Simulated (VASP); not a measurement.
Wanted: the native input for a VASP 6.6.1 run.

```yaml
Task: single point
Functional: PBEsol
Potentials_or_basis: VASP PAW PBE potentials, release 64 (Ga_d, N)
Cutoff: 600 eV
k_mesh: 6 × 6 × 6
Occupations: fermi-dirac, width 0.05 eV
Spin: no spin polarisation
Dipole_correction: no
Further_INCAR_settings: ALGO = Normal; EDIFF = 1e-06; NBANDS = 16
```

The structure of GaN lies in POSCAR:

```
GaN
1.0
    0.0000000000      2.2489525415      2.2489525415
    2.2489525415      0.0000000000      2.2489525415
    2.2489525415      2.2489525415      0.0000000000
Ga N
1 1
Direct
    0.0000000000      0.0000000000      0.0000000000
    0.2500000000      0.2500000000      0.2500000000
```

The input as run:

INCAR

```
SYSTEM = GaN
PREC = Accurate
ENCUT = 600
EDIFF = 1E-6
ISMEAR = -1
SIGMA = 0.05
LREAL = .False.
LASPH = .True.
NELM = 120
ALGO = Normal
ISIF = 2
LWAVE = .False.
LCHARG = .False.
GGA = PS
NBANDS = 16
GGA_COMPAT = .False.
```

KPOINTS

```
regular mesh
0
Gamma
  6 6 6
  0 0 0
```

Potentials or basis: VASP PAW PBE potentials, release 64 (Ga_d, N).

Launch:

```bash
$ cat potpaw_PBE.64/Ga_d/POTCAR potpaw_PBE.64/N/POTCAR > POTCAR
$ mpirun -np 1 vasp_std > vasp.out
```

Results of the run:

- Pressure: -0.4 GPa
- Band gap on the k mesh: 1.72 eV, direct

Caveat: the PAW data sets were made with another functional, which shifts forces and pressure a little.

Run time: 24 s on 1 thread of AMD EPYC 7R13, on a shared host, peak memory 0.13 GiB.
